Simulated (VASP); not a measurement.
WSe2: single point with PBE

WSe2:

```xyz
6
Lattice="3.4317 0.0000 0.0000 -1.7158 2.9719 0.0000 0.0000 0.0000 12.9357" Properties=species:S:1:pos:R:3 pbc="T T T"
W     0.0000    1.9813    3.2339
W     1.7158    0.9906    9.7018
Se    1.7158    0.9906    4.8548
Se    1.7158    0.9906    1.6130
Se    0.0000    1.9813   11.3227
Se    0.0000    1.9813    8.0808
```

This cell differs from its parent crystal: epitaxial xy strain +4.0%.

```json
{
  "Program": "VASP 6.6.1",
  "Task": "single point",
  "Functional": "PBE",
  "Potentials or basis": "VASP PAW PBE potentials, release 64 (W_sv, Se)",
  "Cutoff": "520 eV",
  "k mesh": "12 × 12 × 2",
  "Occupations": "fermi-dirac, width 0.02 eV",
  "Spin": "no spin polarisation"
}
```

- Pressure: -2.1 GPa
- Largest force: 0.270 eV/Å
- Band gap on the k mesh: 0.57 eV (least direct gap 1.09 eV)

Forces on the atoms (eV/Å):
```
W    0.000  0.000  0.000
W    0.000  0.000  0.000
Se   0.000  0.000  0.270
Se   0.000  0.000 -0.270
Se   0.000  0.000  0.270
Se   0.000  0.000 -0.270
```

Stress tensor (GPa, compression positive):
```
-5.09  0.00  0.00
 0.00 -5.09  0.00
 0.00  0.00  3.98
```

Levels at points of the mesh, in eV from the valence-band top:
```csv
k point,band 24,band 25,band 26,band 27,band 28,band 29
"(0.00, 0.00, 0.00)",-0.92,-0.78,0.00,2.09,2.09,2.13
"(0.50, 0.00, 0.00)",-1.74,-1.52,-1.32,1.40,1.44,1.74
"(0.00, 0.00, 0.50)",-2.08,-0.14,-0.14,2.10,2.10,2.10
"(0.50, 0.00, 0.50)",-1.84,-1.40,-1.40,1.42,1.42,1.79
```

It took 4.1 min on 1 thread of Intel Xeon 8259CL (shared host), peak memory 0.33 GiB.

Caveat: the cell differs from its parent crystal (epitaxial xy strain +4.0%); spin-orbit coupling is left out, which moves the levels of the heavy elements; this functional lacks dispersion, which binds the layers, so the pressure and a relaxed spacing across them are unreliable. A k mesh can miss the band edges.
